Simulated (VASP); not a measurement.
NaF: relaxation of cell and atoms with PBEsol

The system is NaF.

```xyz
2
Lattice="2.3200 2.3200 0.0000 -2.3200 2.3200 0.0000 0.0000 2.3200 2.3200" Properties=species:S:1:pos:R:3 pbc="T T T"
Na    0.0000    0.0000    0.0000
F     0.0000    2.3200    0.0000
```

```
Program                : VASP 6.6.1
Task                   : relaxation of cell and atoms
Functional             : PBEsol
Potentials or basis    : VASP PAW PBE potentials, release 64 (Na_pv, F)
Cutoff                 : 600 eV
k mesh                 : 12 × 12 × 12
Occupations            : fermi-dirac, width 0.1 eV
Spin                   : no spin polarisation
Dipole correction      : no
Further INCAR settings : ALGO = Normal; EDIFF = 1e-06; IBRION = 2; EDIFFG = -0.002; NSW = 100; ISIF = 3
```

```
Relaxed volume                        : 12.39 Å³/atom
Relaxed cell                          : a = 3.273 Å, b = 3.273 Å, c = 3.273 Å, α = 60.00°, β = 60.00°, γ = 90.00°
Space group after relaxing (to 0.1 Å) : Fm-3m (No. 225)
Energy gained by relaxing             : 0.2 meV/atom
Ionic steps                           : 3
Pressure after relaxing               : 0.0 GPa
Band gap on the k mesh                : 6.18 eV
```

Step by step:
```
step  energy change (eV)  largest force (eV/Å)  pressure (GPa)  volume (Å³)
   1              0.0000                0.0000           -0.49        24.97
   2             -0.0003                0.0000           -0.13        24.84
   3             -0.0003                0.0000            0.00        24.78
```

Final structure:
```cif
data_structure
_symmetry_space_group_name_H-M 'P 1'
_symmetry_Int_Tables_number 1
_cell_length_a 3.2726
_cell_length_b 3.2726
_cell_length_c 3.2726
_cell_angle_alpha 60.000
_cell_angle_beta 60.000
_cell_angle_gamma 90.000
_cell_volume 24.78
loop_
_atom_site_label
_atom_site_type_symbol
_atom_site_fract_x
_atom_site_fract_y
_atom_site_fract_z
_atom_site_occupancy
Na1 Na 0.00000 0.00000 0.00000 1
F1 F 0.50000 0.50000 0.00000 1
```

Levels at points of the mesh, in eV from the valence-band top:
```csv
k point,band 4,band 5,band 6,band 7,band 8,band 9,band 10,band 11
"(0.00, 0.00, 0.00)",-18.76,0.00,0.00,0.00,6.18,18.87,18.87,18.87
"(0.50, 0.00, 0.00)",-18.00,-1.63,-0.26,-0.26,10.63,12.37,20.02,20.02
"(0.50, 0.50, 0.00)",-18.80,-1.30,-0.41,-0.41,13.01,13.11,13.57,19.69
```

Wall time 58 s on 1 thread of Intel Xeon 8259CL, on a shared host, peak memory 0.16 GiB.

Caveat: the PAW data sets were made with another functional, which shifts forces and pressure a little. A k mesh can miss the band edges.
